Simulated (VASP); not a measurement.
Here is a VASP 6.6.1 calculation.

File POSCAR:

```
RbAgBr2
1.0
    4.4723535510      0.0000000000      0.0000000000
    0.0000000000      4.4723535510      0.0000000000
    0.0000000000      0.0000000000      6.2921149460
Rb Br Ag
1 2 1
Direct
    0.0000000000      0.0000000000      0.0000000000
    0.0000000000      0.0000000000      0.5000000000
    0.5000000000      0.5000000000      0.0000000000
    0.5000000000      0.5000000000      0.5000000000
```

Contents of INCAR.step1:

```
  PREC = Accurate
  ENCUT = 520
  ISMEAR = 0
  SIGMA = 0.01
  LREAL = F
  LASPH = T
  NELM = 100
  NBANDS = 25
  GGA = PE
  ALGO = Normal
  EDIFF = 1E-4
  LWAVE = T
  LCHARG = F
```

File INCAR.step2:

```
  PREC = Accurate
  ENCUT = 520
  EDIFF = 1E-6
  ISMEAR = 0
  SIGMA = 0.01
  LREAL = F
  LASPH = T
  NELM = 100
  ALGO = Normal
  ISIF = 2
  LWAVE = F
  LCHARG = F
  METAGGA = R2SCAN
  LMIXTAU = T
  NBANDS = 25
  ISTART = 1
```

KPOINTS

```
regular mesh
0
Gamma
  6 6 4
```

Potentials or basis: VASP PAW PBE potentials, release 64 (Rb_sv, Br, Ag).

Command:

```sh
$ cat potpaw_PBE.64/Rb_sv/POTCAR potpaw_PBE.64/Br/POTCAR potpaw_PBE.64/Ag/POTCAR > POTCAR
$ cp INCAR.step1 INCAR
$ mpirun -np 1 vasp_std > vasp.out
$ cp INCAR.step2 INCAR
$ mpirun -np 1 vasp_std > vasp.out
```

Problem. Estimate the band gap on the k mesh.

Solution. 1.69 eV (least direct gap 2.41 eV).

Problem. What does it give for the pressure?

Solution. 0.8 GPa.

Caveat: the PAW data sets were made with another functional, which shifts forces and pressure a little. A k mesh can miss the band edges.
